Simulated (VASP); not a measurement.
Here is a VASP 6.6.1 calculation.

INCAR

```
SYSTEM = C
PREC = Accurate
ENCUT = 600
EDIFF = 1E-8
ISMEAR = 0
SIGMA = 0.15
LREAL = .FALSE.
LASPH = .TRUE.
NELM = 120
ALGO = Normal
ISIF = 2
LWAVE = .FALSE.
LCHARG = .FALSE.
GGA = PS
IBRION = 8
NSW = 1
GGA_COMPAT = .FALSE.
KPAR = 4
```

Contents of KPOINTS:

```
regular mesh
0
G
  18 18 6
  0 0 0
```

File POSCAR:

```
C
1.0
    1.2294745828     -2.1290849001      0.0000000000
    1.2294745828      2.1290849001      0.0000000000
    0.0000000000      0.0000000000      7.3778161753
C
4
Direct
    0.0833216530      0.9166783470      0.7498447213
    0.5833216530      0.4166783470      0.2501552787
    0.9166783470      0.0833216530      0.2501552787
    0.4166783470      0.5833216530      0.7498447213
```

Potentials or basis: VASP PAW PBE potentials, release 64 (C).

Run with:

```bash
$ cat potpaw_PBE.64/C/POTCAR > POTCAR
$ mpirun -np 4 vasp_std > vasp.out
```

**Question.** What does it give for the highest phonon frequency at Γ?

**Answer.** 1581 cm⁻¹.

**Question.** What does it give for the most unstable mode?

**Answer.** 27i cm⁻¹.

Phonon frequencies in cm⁻¹ (negative: imaginary):
```tsv
q point	frequencies
(0.000, 0.000, 0.000)	-27 0 0 0 28 50 871 872 1560 1565 1576 1581
```

Caveat: some modes are imaginary.
